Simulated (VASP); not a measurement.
# ZrC (Fm-3m) in VASP: a series of runs

The runs below take ZrC through single point, with PBEsol.

Program: VASP 6.6.1. These are calculated values, not measurements. Logs are shortened: lines on timing, memory, paths and dates and some standing lists are left out, and cuts for length are marked.

### Step 1. The cell of the first run

Symmetry: Fm-3m, No. 225, cubic system. The conventional cell has a = 3.741 Å, b = 3.741 Å, c = 3.741 Å, α = 90.00°, β = 90.00°, γ = 90.00°. Within 2.5 Å of Zr (site symmetry m-3m) lie 6 C at 1.87 Å. Within 2.5 Å of C (site symmetry m-3m) lie 6 Zr at 1.87 Å.

### Step 2. Single point, PBEsol

INCAR

```
PREC = Accurate
ENCUT = 520
EDIFF = 1E-7
ISMEAR = -1
SIGMA = 0.05
LREAL = False
LASPH = True
NELM = 60
ALGO = Normal
ISIF = 2
LWAVE = False
LCHARG = False
GGA = PS
NBANDS = 15
```

KPOINTS

```
regular mesh
0
Gamma
  13 13 13
```

POSCAR

```
ZrC
1.0
    0.0000000000      1.8703022632      1.8703022632
    1.8703022632      0.0000000000      1.8703022632
    1.8703022632      1.8703022632      0.0000000000
Zr C
1 1
Direct
    0.0000000000      0.0000000000      0.0000000000
    0.5000000000      0.5000000000      0.5000000000
```

Potentials or basis: VASP PAW PBE potentials, release 64 (Zr_sv, C).

Launch:

```console
$ cat potpaw_PBE.64/Zr_sv/POTCAR potpaw_PBE.64/C/POTCAR > POTCAR
$ mpirun -np 1 vasp_std > vasp.out
```

OUTCAR:

```text
PREC = Accurate
   ENCUT = 520
   EDIFF = 1E-7
   ISMEAR = -1
   LREAL = False
   LASPH = True
   NELM = 60
   ISIF = 2
   GGA = PS

 ion  position               nearest neighbor table
   1  0.000  0.000  0.000-   2 1.87   2 1.87   2 1.87   2 1.87   2 1.87   2 1.87
   2  0.500  0.500  0.500-   1 1.87   1 1.87   1 1.87   1 1.87   1 1.87   1 1.87

  LATTYP: Found a face centered cubic cell.
 ALAT       =     3.7406045264

  Lattice vectors:

 A1 = (   0.0000000000,   1.8703022632,   1.8703022632)
 A2 = (   1.8703022632,   0.0000000000,   1.8703022632)
 A3 = (   1.8703022632,   1.8703022632,   0.0000000000)

Analysis of symmetry for initial positions (statically):
=====================================================================
 Subroutine PRICEL returns:
 Original cell was already a primitive cell.

 Routine SETGRP: Setting up the symmetry group for a
 face centered cubic supercell.

 Subroutine GETGRP returns: Found 48 space group operations
 (whereof 48 operations were pure point group operations)
 out of a pool of 48 trial point group operations.

The static configuration has the point symmetry O_h .

Analysis of symmetry for dynamics (positions and initial velocities):
=====================================================================
 Subroutine PRICEL returns:
 Original cell was already a primitive cell.

 Routine SETGRP: Setting up the symmetry group for a
 face centered cubic supercell.

 Subroutine GETGRP returns: Found 48 space group operations
 (whereof 48 operations were pure point group operations)
 out of a pool of 48 trial point group operations.

The dynamic configuration has the point symmetry O_h .

 Subroutine INISYM returns: Found 48 space group operations
 (whereof 48 operations are pure point group operations),
 and found     1 'primitive' translations

----------------------------------------------------------------------------------------

                                     Primitive cell

  volume of cell :      13.0847

  direct lattice vectors                    reciprocal lattice vectors
     0.000000000  1.870302263  1.870302263    -0.267336467  0.267336467  0.267336467
     1.870302263  0.000000000  1.870302263     0.267336467 -0.267336467  0.267336467
     1.870302263  1.870302263  0.000000000     0.267336467  0.267336467 -0.267336467

  length of vectors
     2.645006826  2.645006826  2.645006826     0.463040344  0.463040344  0.463040344

  position of ions in fractional coordinates (direct lattice)
     0.000000000  0.000000000  0.000000000
[... 88 lines left out ...]
   PSTRESS=    0.0 pullay stress
   NELECT =      16.0000    total number of electrons
   NUPDOWN=      -1.0000    fix difference up-down
   EMIN   =  10.00;   EMAX   =-10.00  energy-range for DOS
   EFERMI =   0.00;   METHOD = LEGACY
   ISMEAR =    -1;   SIGMA  =   0.05  broadening in eV -4-tet -1-fermi 0-gaus
   EFERMI_NEDOS =   21; number of points for ismear=-14 and -15
   IALGO  =     38    algorithm
   IMIX   =      4    mixing-type and parameters
     AMIX     =   0.40;   BMIX     =  1.00
     AMIX_MAG =   1.60;   BMIX_MAG =  1.00
  volume/ion in A,a.u.               =       6.54        44.15
  Fermi-wavevector in a.u.,A,eV,Ry     =   1.750625  3.308201 41.697591  3.064686
  Thomas-Fermi vector in A             =   2.821307
   LORBIT       =      0    0 simple, 1 ext, 2 COOP (PROOUT), +10 PAW based schemes
   GGA     = PS    functional components
   LHFCALC =     F    Hartree Fock is set to
   AEXX    =    0.0000 exact exchange contribution
   IVDW    =     0    specifies the selected vdW correction
   LEPSILON=     F    determine dielectric tensor
   LRPA    =     F    only Hartree local field effects (RPA)
 non-spin polarized calculation
  energy-cutoff  :      520.00
  volume of cell :       13.08
 maximum number of plane-waves:       365
   NGX =  9   NGY =  9   NGZ =  9

 number of electron      16.0000000 magnetization

 Free energy of the ion-electron system (eV)
  ---------------------------------------------------
  ext. energy  EPLUGINS =         0.00000000
  ---------------------------------------------------
  free energy    TOTEN  =        -7.91802060 eV

  energy without entropy =       -7.91385037  energy(sigma->0) =       -7.91593548

 E-fermi :  20.6698     XC(G=0): -16.0301

 val. band max:       20.5866820979   @ k =  -0.0769   0.0769   0.0000
 cond. band min:      20.6817131357   @ k =  -0.3846   0.4615   0.1538
 fundamental gap:      0.0950310379
 Fermi energy:        20.6698008171

 k-point     1 :       0.0000    0.0000    0.0000
  band No.  band energies     occupation
      1     -27.7814      2.00000
      2      -3.0689      2.00000
      3      -3.0689      2.00000
      4      -3.0689      2.00000
      5       8.2930      2.00000
      6      20.1585      1.99993
      7      20.1585      1.99993
      8      20.1585      1.99993
      9      20.7047      0.66433
     10      20.7047      0.66433
     11      20.7047      0.66432
     12      24.3896      0.00000
     13      24.3896      0.00000
     14      30.7666      0.00000
[... 401 lines left out ...]
      2      -8.7550      2.00000
      3      -4.4610      2.00000
      4      -4.0160      2.00000
      5      10.5129      2.00000
      6      13.7226      2.00000
      7      15.0793      2.00000
      8      17.8653      2.00000
      9      22.9068      0.00000
     10      29.0849      0.00000
     11      30.1078      0.00000
     12      33.2665      0.00000
     13      35.8947      0.00000
     14      39.7695      0.00000
     15      40.6970      0.00000

 [... further k-points ...]

------------------------ aborting loop because EDIFF is reached ----------------------------------------

  FORCE on cell =-STRESS in cart. coord.  units (eV):
  Direction    XX          YY          ZZ          XY          YZ          ZX
  --------------------------------------------------------------------------------------
  -------------------------------------------------------------------------------------
  Total       44.4353403     44.4353403     44.4353403      0.0000000      0.0000000     -0.0000000
  in kB     5440.9370225   5440.9370225   5440.9370225      0.0000000      0.0000000     -0.0000000
  external PRESSURE =    5440.9370225 kB  Pullay stress =       0.0000000 kB

 VOLUME and BASIS-vectors are now :
 -----------------------------------------------------------------------------
  energy-cutoff  :      520.00
  volume of cell :       13.08
      direct lattice vectors                 reciprocal lattice vectors
     0.000000000  1.870302263  1.870302263    -0.267336467  0.267336467  0.267336467
     1.870302263  0.000000000  1.870302263     0.267336467 -0.267336467  0.267336467
     1.870302263  1.870302263  0.000000000     0.267336467  0.267336467 -0.267336467

 POSITION                                       TOTAL-FORCE (eV/Angst)
 -----------------------------------------------------------------------------------
      0.00000      0.00000      0.00000         0.000000      0.000000     -0.000000
      1.87030      1.87030      1.87030        -0.000000      0.000000      0.000000
 -----------------------------------------------------------------------------------
    total drift:                                0.000000     -0.000000     -0.000000

  FREE ENERGIE OF THE ION-ELECTRON SYSTEM (eV)
  ---------------------------------------------------
  free  energy   TOTEN  =        -7.9180206001 eV

  energy  without entropy=       -7.9138503699  energy(sigma->0) =       -7.91593548
```

OSZICAR:

```text
N       E                     dE             d eps       ncg     rms          rms(c)
DAV:   1     0.122387911327E+03    0.12239E+03   -0.93109E+03  2551   0.117E+03
DAV:   2    -0.647705525624E+01   -0.12886E+03   -0.11939E+03  3206   0.323E+02
DAV:   3    -0.102958763925E+02   -0.38188E+01   -0.37886E+01  3136   0.485E+01
DAV:   4    -0.103786243280E+02   -0.82748E-01   -0.82666E-01  3154   0.683E+00
DAV:   5    -0.103831521335E+02   -0.45278E-02   -0.45278E-02  3222   0.104E+00    0.907E+01
DAV:   6    -0.771294040384E+01    0.26702E+01   -0.41239E+00  3200   0.225E+01    0.412E+01
DAV:   7    -0.787913368967E+01   -0.16619E+00   -0.47701E-01  3639   0.498E+00    0.170E+01
DAV:   8    -0.791985575722E+01   -0.40722E-01   -0.90054E-02  3809   0.282E+00    0.237E+00
DAV:   9    -0.791829721452E+01    0.15585E-02   -0.25012E-03  3340   0.422E-01    0.205E-01
DAV:  10    -0.791802344781E+01    0.27377E-03   -0.65891E-04  3028   0.250E-01    0.514E-02
DAV:  11    -0.791802429785E+01   -0.85003E-06   -0.11041E-05  2948   0.323E-02    0.232E-02
DAV:  12    -0.791802060767E+01    0.36902E-05   -0.15509E-06  3220   0.116E-02    0.410E-03
DAV:  13    -0.791802060009E+01    0.75870E-08   -0.22058E-07  2611   0.500E-03
   1 F= -.79180206E+01 E0= -.79159355E+01  d E =-.417023E-02
```

stdout:

```text
POSCAR found type information on POSCAR ZrC
 POSCAR found :  2 types and       2 ions
 scaLAPACK will be used
 -----------------------------------------------------------------------------
|                                                                             |
|                                                                             |
|     You enforced a specific xc type in the INCAR file but a different       |
|     I HOPE YOU KNOW WHAT YOU ARE DOING!                                     |
|                                                                             |
 -----------------------------------------------------------------------------

 LDA part: xc-table for (Slater+PW92), standard interpolation
 POSCAR, INCAR and KPOINTS ok, starting setup
 FFT: planning ... GRIDC
 FFT: planning ... GRID_SOFT
 FFT: planning ... GRID
 WAVECAR not read
 entering main loop
```

Wall time 25 s (1 thread of Intel Xeon 8259CL, shared host); peak memory 0.14 GiB.

What came out:

```
Free energy            : -7.9180 eV
Pressure               : 544.1 GPa
Band gap on the k mesh : zero (bands 8 and 9 overlap by 2.63 eV)
```

Levels at points of the mesh, in eV from the Fermi level:
| k point | band 4 | band 5 | band 6 | band 7 | band 8 | band 9 | band 10 | band 11 | band 12 | band 13 |
| --- | --- | --- | --- | --- | --- | --- | --- | --- | --- | --- |
| (0.00, 0.00, 0.00) | -23.74 | -12.38 | -0.51 | -0.51 | -0.51 | 0.03 | 0.03 | 0.03 | 3.72 | 3.72 |

Caveat: the cell stands under pressure; the PAW data sets were made with another functional, which shifts forces and pressure a little.

### Step 3. Single point, PBEsol (6.54 Å³/atom)

INCAR

```
SYSTEM = ZrC
  PREC = Accurate
  ENCUT = 520
  EDIFF = 1E-6
  ISMEAR = -1
  SIGMA = 0.05
  LREAL = .False.
  LASPH = .True.
  NELM = 80
  ALGO = Normal
  ISIF = 2
  LWAVE = .False.
  LCHARG = .True.
  GGA = PS
  LELF = .True.
  LVHAR = .True.
  NBANDS = 15
```

KPOINTS

```
Automatic mesh
0
Gamma
  13 13 13
  0 0 0
```

POSCAR is that of step 2.

Potentials or basis: VASP PAW PBE potentials, release 64 (Zr_sv, C).

Launch:

```console
$ cat potpaw_PBE.64/Zr_sv/POTCAR potpaw_PBE.64/C/POTCAR > POTCAR
$ mpirun -np 1 vasp_std > vasp.out
```

It took 22 s on 1 thread of Intel Xeon 8259CL, shared host; peak memory 0.14 GiB.

Results (log left out):

| Property | Result |
| --- | --- |
| Free energy | -7.9180 eV |
| Pressure | 544.1 GPa |
| Band gap on the k mesh | zero (bands 8 and 9 overlap by 2.63 eV) |

Levels at points of the mesh, in eV from the Fermi level:
```csv
k point,band 6,band 7,band 8,band 9,band 10,band 11
"(0.00, 0.00, 0.00)",-0.51,-0.51,-0.51,0.03,0.03,0.03
```

Caveat: the cell stands under pressure; the PAW data sets were made with another functional, which shifts forces and pressure a little.

### Step 4. Single point, PBEsol

This run uses another cell than the first one, of 8.51 Å³/atom.

INCAR

```
ALGO = Normal
EDIFF = 1E-6
ENCUT = 520
GGA = PS
ISIF = 2
ISMEAR = -1
LASPH = True
LCHARG = False
LREAL = False
LWAVE = False
NBANDS = 15
NELM = 60
PREC = Accurate
SIGMA = 0.05
```

KPOINTS

```
k-points
0
Gamma
  13 13 13
```

POSCAR

```
ZrC
1.0
    0.0000000000      2.0412345792      2.0412345792
    2.0412345792      0.0000000000      2.0412345792
    2.0412345792      2.0412345792      0.0000000000
Zr C
1 1
Direct
    0.0000000000      0.0000000000      0.0000000000
    0.5000000000      0.5000000000      0.5000000000
```

Launch:

```console
$ cat potpaw_PBE.64/Zr_sv/POTCAR potpaw_PBE.64/C/POTCAR > POTCAR
$ mpirun -np 1 vasp_std > vasp.out
```

Run time: 30 s. Hardware: 1 thread of Intel Xeon 8259CL, shared host; peak memory 0.15 GiB.

Results (log left out):

```yaml
Free_energy: -16.5692 eV
Pressure: 210.2 GPa
Band_gap_on_the_k_mesh: zero (bands 8 and 9 overlap by 1.32 eV)
```

Levels at points of the mesh, in eV from the Fermi level:
```csv
k point,band 6,band 7,band 8,band 9,band 10,band 11
"(0.00, 0.00, 0.00)",0.78,0.78,0.78,0.88,0.88,0.88
```

Caveat: the cell stands under pressure; the PAW data sets were made with another functional, which shifts forces and pressure a little.

(Part 1 of 2 ends here.)
